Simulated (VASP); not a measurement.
# Cu2Os: single point with PBE

The system is Cu2Os.

```
Cu Os
1.0
    -1.29123    1.29123    5.78830
     1.29123   -1.29123    5.78830
     1.29123    1.29123   -5.78830
Cu Os
2 1
Cartesian
  0.0000 0.0000 7.7543
  0.0000 0.0000 3.8223
  0.0000 0.0000 0.0000
```

```yaml
Program: VASP 6.6.1
Task: single point
Functional: PBE
Potentials_or_basis: VASP PAW PBE potentials, release 64 (Cu, Os)
Cutoff: 520 eV
k_mesh: 8 × 8 × 8
Occupations: gaussian, width 0.1 eV
Spin: no spin polarisation
Dipole_correction: no
Further_INCAR_settings: ALGO = Fast; EDIFF = 1e-07; NBANDS = 22
```

The pressure is 0.5 GPa and the largest force is 0.027 eV/Å. The band gap on the k mesh is zero (band 15 reaches 10.96 eV, above the bottom of band 16 at 7.08 eV).

Forces on the atoms (eV/Å):
```
Cu   0.000  0.000  0.027
Cu   0.000  0.000 -0.027
Os   0.000  0.000  0.000
```

Stress tensor (GPa, compression positive):
```
0.40 0.00 0.00
0.00 0.40 0.00
0.00 0.00 0.83
```

Levels at points of the mesh, in eV from the Fermi level:
| k point | band 12 | band 13 | band 14 | band 15 | band 16 | band 17 | band 18 | band 19 |
| --- | --- | --- | --- | --- | --- | --- | --- | --- |
| (0.00, 0.00, 0.00) | -2.11 | -2.11 | -1.92 | -1.49 | 0.46 | 0.46 | 2.08 | 11.66 |
| (0.50, 0.00, 0.00) | -2.13 | -1.36 | -0.77 | -0.61 | -0.26 | 1.00 | 2.74 | 6.53 |
| (0.50, 0.50, 0.00) | -1.60 | -0.94 | 0.35 | 2.02 | 4.37 | 4.92 | 5.19 | 6.95 |
| (0.50, 0.50, 0.50) | -2.41 | -2.15 | -1.93 | 0.64 | 0.64 | 0.96 | 2.08 | 8.00 |

Wall time 3.5 min on 1 thread of Intel(R) Xeon(R) Platinum 8488C (Sapphire Rapids), on a shared host, peak memory 0.34 GiB.

Caveat: the k points lie up to 0.43 Å⁻¹ apart; spin-orbit coupling is left out, which moves the levels of the heavy elements.
